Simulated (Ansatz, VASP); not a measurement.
# Te2Mo: VASP beside Ansatz

```
CELL_PARAMETERS angstrom
3.55499 0.00000 0.00000
-1.77750 3.07871 0.00000
0.00000 0.00000 35.03654
ATOMIC_POSITIONS crystal
Te 0.33333 0.66667 0.45074
Te 0.29930 0.66667 0.94840
Te 0.36737 0.66667 0.05160
Te 0.33333 0.66667 0.54926
Mo 0.00000 0.00000 0.00000
Mo 0.00000 0.00000 0.50000
```

Change from the starting cell: mode 7 frozen in at -0.121 Å and mode 12 at +0.082 Å (largest displacements).

Alike in both runs: task single point; functional PBE; k mesh 9 × 9 × 1; occupations gaussian, width 0.05 eV; no spin polarisation.

|  | VASP | Ansatz |
| --- | --- | --- |
| version | VASP 6.6.1 | Ansatz 0.2.0 |
| potentials or method | VASP PAW PBE potentials, release 64 (Te, Mo_sv), cutoff 520 eV | scalar-relativistic, plane waves, PAW |
| valence electrons in the cell | 52 | 92 |

VASP gave:

```
gap on the k mesh at the Fermi level (eV) : 0.78
least direct gap on the mesh (eV)         : 0.78
rms of the force components (eV/Å)        : 0.484
```

Task: Estimate Ansatz's values.

Result: gap on the k mesh at the Fermi level (eV): 0.79; least direct gap on the mesh (eV): 0.79; rms of the force components (eV/Å): 0.478.

Atom by atom the forces differ by 0.008 eV/Å (rms over components). VASP's potentials hold 52 valence electrons a cell and Ansatz's 92, so a difference there can come from the potentials and not from the codes.

Neither program's run includes spin-orbit coupling.
